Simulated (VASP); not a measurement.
# CaSe (Fm-3m) in VASP: further runs, part 2 of 2

VASP 6.6.1. Earlier steps stand in the parts before.

## Step 3: Relaxation of the atoms, PBE

Input file INCAR:

```
SYSTEM = CaSe
ALGO = Normal
EDIFF = 1E-6
EDIFFG = -0.02
ENCUT = 520
GGA = PE
IBRION = 2
ISIF = 2
ISMEAR = -1
LASPH = .True.
LCHARG = .False.
LREAL = .False.
LWAVE = .False.
NELM = 100
NSW = 80
PREC = Accurate
SIGMA = 0.02
```

Input file KPOINTS:

```
k-points
0
Gamma
  8 8 8
  0 0 0
```

Input file POSCAR:

```
CaSe
1.0
    0.0000000000      2.9560000000      2.9560000000
    2.9560000000      0.0000000000      2.9560000000
    2.9560000000      2.9560000000      0.0000000000
Ca Se
1 1
Direct
    0.0000000000      0.0000000000      0.0000000000
    0.5000000000      0.5000000000      0.5000000000
```

Potentials or basis: VASP PAW PBE potentials, release 64 (Ca_sv, Se).

Command:

```
$ cat potpaw_PBE.64/Ca_sv/POTCAR potpaw_PBE.64/Se/POTCAR > POTCAR
$ mpirun -np 1 vasp_std > vasp.out
```

OUTCAR:

```text
SYSTEM = CaSe
   EDIFF = 1E-6
   EDIFFG = -0.02
   ENCUT = 520
   GGA = PE
   IBRION = 2
   ISIF = 2
   ISMEAR = -1
   LASPH = .True.
   LREAL = .False.
   NELM = 100
   NSW = 80
   PREC = Accurate

 ion  position               nearest neighbor table
   1  0.000  0.000  0.000-   2 2.96   2 2.96   2 2.96   2 2.96   2 2.96   2 2.96
   2  0.500  0.500  0.500-   1 2.96   1 2.96   1 2.96   1 2.96   1 2.96   1 2.96

  LATTYP: Found a face centered cubic cell.
 ALAT       =     5.9120000000

  Lattice vectors:

 A1 = (   0.0000000000,   2.9560000000,   2.9560000000)
 A2 = (   2.9560000000,   0.0000000000,   2.9560000000)
 A3 = (   2.9560000000,   2.9560000000,   0.0000000000)

Analysis of symmetry for initial positions (statically):
=====================================================================
 Subroutine PRICEL returns:
 Original cell was already a primitive cell.

 Routine SETGRP: Setting up the symmetry group for a
 face centered cubic supercell.

 Subroutine GETGRP returns: Found 48 space group operations
 (whereof 48 operations were pure point group operations)
 out of a pool of 48 trial point group operations.

The static configuration has the point symmetry O_h .

Analysis of symmetry for dynamics (positions and initial velocities):
=====================================================================
 Subroutine PRICEL returns:
 Original cell was already a primitive cell.

 Routine SETGRP: Setting up the symmetry group for a
 face centered cubic supercell.

 Subroutine GETGRP returns: Found 48 space group operations
 (whereof 48 operations were pure point group operations)
 out of a pool of 48 trial point group operations.

The dynamic configuration has the point symmetry O_h .

 Subroutine INISYM returns: Found 48 space group operations
 (whereof 48 operations are pure point group operations),
 and found     1 'primitive' translations

----------------------------------------------------------------------------------------

                                     Primitive cell
[... 121 lines left out ...]
   LRPA    =     F    only Hartree local field effects (RPA)
 conjugate gradient relaxation of ions
 non-spin polarized calculation
  energy-cutoff  :      520.00
  volume of cell :       51.66
 maximum number of plane-waves:      1411
   NGX = 15   NGY = 15   NGZ = 15

 number of electron      15.9999998 magnetization

 Free energy of the ion-electron system (eV)
  ---------------------------------------------------
  ext. energy  EPLUGINS =         0.00000000
  ---------------------------------------------------
  free energy    TOTEN  =        -9.47998094 eV

  energy without entropy =       -9.47998094  energy(sigma->0) =       -9.47998094

 E-fermi :   2.9107     XC(G=0):  -9.1623

 val. band max:        2.4580025294   @ k =   0.0000   0.0000   0.0000
 cond. band min:       4.4778419448   @ k =   0.5000   0.5000   0.0000
 fundamental gap:      2.0198394154
 Fermi energy:         2.9107457518

 k-point     1 :       0.0000    0.0000    0.0000
  band No.  band energies     occupation
      1     -37.2859      2.00000
      2     -18.2802      2.00000
      3     -18.2802      2.00000
      4     -18.2802      2.00000
      5      -9.3467      2.00000
      6       2.4580      2.00000
      7       2.4580      2.00000
      8       2.4580      2.00000
      9       5.8085      0.00000
     10       6.1638      0.00000
     11       6.1638      0.00000
     12       6.1638      0.00000
[... 331 lines left out ...]
 k-point    24 :      -0.3750    0.2500    0.1250
  band No.  band energies     occupation
      1     -37.2779      2.00000
      2     -18.3739      2.00000
      3     -18.3133      2.00000
      4     -18.2972      2.00000
      5      -8.6604      2.00000
      6      -0.3773      2.00000
      7       0.8260      2.00000
      8       1.2171      2.00000
      9       6.9366      0.00000
     10       7.2208      0.00000
     11       8.1873      0.00000
     12       8.4703      0.00000

 [... further k-points ...]

------------------------ aborting loop because EDIFF is reached ----------------------------------------

  FORCE on cell =-STRESS in cart. coord.  units (eV):
  Direction    XX          YY          ZZ          XY          YZ          ZX
  --------------------------------------------------------------------------------------
  -------------------------------------------------------------------------------------
  Total        0.4344136      0.4344136      0.4344136     -0.0000000     -0.0000000     -0.0000000
  in kB       13.4731997     13.4731997     13.4731997     -0.0000000     -0.0000000     -0.0000000
  external PRESSURE =      13.4731997 kB  Pullay stress =       0.0000000 kB

 VOLUME and BASIS-vectors are now :
 -----------------------------------------------------------------------------
  energy-cutoff  :      520.00
  volume of cell :       51.66
      direct lattice vectors                 reciprocal lattice vectors
     0.000000000  2.956000000  2.956000000    -0.169147497  0.169147497  0.169147497
     2.956000000  0.000000000  2.956000000     0.169147497 -0.169147497  0.169147497
     2.956000000  2.956000000  0.000000000     0.169147497  0.169147497 -0.169147497

 POSITION                                       TOTAL-FORCE (eV/Angst)
 -----------------------------------------------------------------------------------
      0.00000      0.00000      0.00000         0.000000     -0.000000     -0.000000
      2.95600      2.95600      2.95600        -0.000000      0.000000      0.000000
 -----------------------------------------------------------------------------------
    total drift:                                0.000000     -0.000000     -0.000000

  FREE ENERGIE OF THE ION-ELECTRON SYSTEM (eV)
  ---------------------------------------------------
  free  energy   TOTEN  =        -9.4799809379 eV

  energy  without entropy=       -9.4799809379  energy(sigma->0) =       -9.47998094

 reached required accuracy - stopping structural energy minimisation
```

CONTCAR:

```text
CaSe
   1.00000000000000
     0.0000000000000000    2.9560000000000000    2.9560000000000000
     2.9560000000000000    0.0000000000000000    2.9560000000000000
     2.9560000000000000    2.9560000000000000    0.0000000000000000
  Ca              Se
     1     1
Direct
     0.0000000000000000    0.0000000000000000    0.0000000000000000
     0.5000000000000000    0.5000000000000000    0.5000000000000000

  0.00000000E+00  0.00000000E+00  0.00000000E+00
  0.00000000E+00  0.00000000E+00  0.00000000E+00
```

Run time: 14 s. Hardware: 1 thread of AMD EPYC 7R13 (Zen 3), shared host; peak memory 0.15 GiB.

Results:

```yaml
Free_energy: -9.4800 eV
Pressure_after_relaxing: 1.3 GPa
Band_gap_on_the_k_mesh: 2.02 eV (least direct gap 2.96 eV)
```

Final structure:
```yaml
crystal:
  lattice:
    - [0.00000, 2.95600, 2.95600]
    - [2.95600, 0.00000, 2.95600]
    - [2.95600, 2.95600, 0.00000]
  atoms:
    - { symbol: Ca, position: [0.00000, 0.00000, 0.00000] }
    - { symbol: Se, position: [0.50000, 0.50000, 0.50000] }
```

Caveat: the relaxation stopped at its first step, so nothing moved. Expect the measured gap to be larger: semilocal functionals such as PBE lack the derivative discontinuity.
